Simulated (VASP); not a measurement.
Write the native input for VASP 6.6.1 that does the following.

```yaml
Task: single point
Functional: PBE
Potentials_or_basis: VASP PAW PBE potentials, release 64 (Al, H)
Cutoff: 520 eV
k_mesh: 6 × 6 × 1
Occupations: gaussian, width 0.1 eV
Spin: no spin polarisation
Dipole_correction: yes
Further_INCAR_settings: ALGO = Normal; EDIFF = 1e-06; NBANDS = 32
```

The structure of Al6H lies in POSCAR:

```
Al6H
1.0
    5.7143028096      0.0000000000      0.0000000000
   -2.8571514048      4.9487313980      0.0000000000
    0.0000000000      0.0000000000     22.6016424636
Al H
12 2
Direct
    0.3333333333      0.1666666667      0.1769782885
    0.3333333333      0.6666666667      0.1769782885
    0.8333333333      0.1666666667      0.1769782885
    0.8333333333      0.6666666667      0.1769782885
    0.1666666667      0.3333333333      0.2787817904
    0.1666666667      0.8333333333      0.2787817904
    0.6666666667      0.3333333333      0.2787817904
    0.6666666667      0.8333333333      0.2787817904
    0.0000000000      0.0000000000      0.3805759903
    0.0000000000      0.5000000000      0.3805759903
    0.5000000000      0.0000000000      0.3805759903
    0.5000000000      0.5000000000      0.3805759903
    0.1370922758      0.2741845515      0.4146443109
    0.3629077242      0.7258154485      0.4146443109
```

These files were run (other wordings do the same):

INCAR

```
PREC = Accurate ; ENCUT = 520
EDIFF = 1E-6 ; ISMEAR = 0
SIGMA = 0.1 ; LREAL = F
LASPH = T ; NELM = 100
ALGO = Normal ; ISIF = 2
LWAVE = F ; LCHARG = F
LDIPOL = T ; IDIPOL = 3
DIPOL = 0.5 0.5 0.298 ; GGA = PE
NBANDS = 32
```

KPOINTS

```
Automatic mesh
0
Gamma
  6 6 1
```

Potentials or basis: VASP PAW PBE potentials, release 64 (Al, H).

Launch:

```bash
$ cat potpaw_PBE.64/Al/POTCAR potpaw_PBE.64/H/POTCAR > POTCAR
$ mpirun -np 1 vasp_std > vasp.out
```

It gave:

* Largest force: 2.151 eV/Å
* Band gap on the k mesh: zero (bands 19 and 20 overlap by 1.20 eV)

Wall time 5.8 min on 1 thread of Intel(R) Xeon(R) Platinum 8488C (Sapphire Rapids), with other jobs on the host, peak memory 0.72 GiB.
